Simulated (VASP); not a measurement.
A run of VASP 6.6.1:

POSCAR

```
InAgTe2
1.0
   -3.2572129473      3.2572129473      6.4257052351
    3.2572129473     -3.2572129473      6.4257052351
    3.2572129473      3.2572129473     -6.4257052351
Ag Te In
2 4 2
Direct
    0.0000000000      0.0000000000      0.0000000000
    0.7500000000      0.2500000000      0.5000000000
    0.3750000000      0.3719465341      0.4969465341
    0.1219465341      0.6250000000     -0.0030534659
    0.8750000000      0.8780534659      0.5030534659
    0.6280534659      0.1250000000      0.0030534659
    0.5000000000      0.5000000000      0.0000000000
    0.2500000000      0.7500000000      0.5000000000
```

File INCAR.step1:

```
ALGO = Normal
EDIFF = 1E-5
ENCUT = 550
GGA = PE
GGA_COMPAT = F
ISMEAR = -1
LASPH = T
LCHARG = F
LREAL = F
LWAVE = T
NBANDS = 46
NELM = 120
PREC = Accurate
SIGMA = 0.02
```

File INCAR.step2:

```
ALGO = Normal
EDIFF = 1E-6
ENCUT = 550
GGA_COMPAT = F
ISIF = 2
ISMEAR = -1
ISTART = 1
LASPH = T
LCHARG = T
LELF = T
LMIXTAU = T
LREAL = F
LVHAR = T
LWAVE = F
METAGGA = R2SCAN
NBANDS = 46
NELM = 120
PREC = Accurate
SIGMA = 0.02
```

Contents of KPOINTS:

```
k-points
0
Gamma
  4 4 4
```

Potentials or basis: VASP PAW PBE potentials, release 64 (Ag, Te, In_d).

Command:

```bash
$ cat potpaw_PBE.64/Ag/POTCAR potpaw_PBE.64/Te/POTCAR potpaw_PBE.64/In_d/POTCAR > POTCAR
$ cp INCAR.step1 INCAR
$ mpirun -np 1 vasp_std > vasp.out
$ cp INCAR.step2 INCAR
$ mpirun -np 1 vasp_std > vasp.out
```

Hardware: 1 thread of Oxide Virtual Turin-like Processor, on a shared host.

**Question.** How long does it take, and how much memory?

**Answer.** It took 26 min on 1 thread of Oxide Virtual Turin-like Processor, on a shared host, peak memory 0.6 GiB. Counts: k points 13.
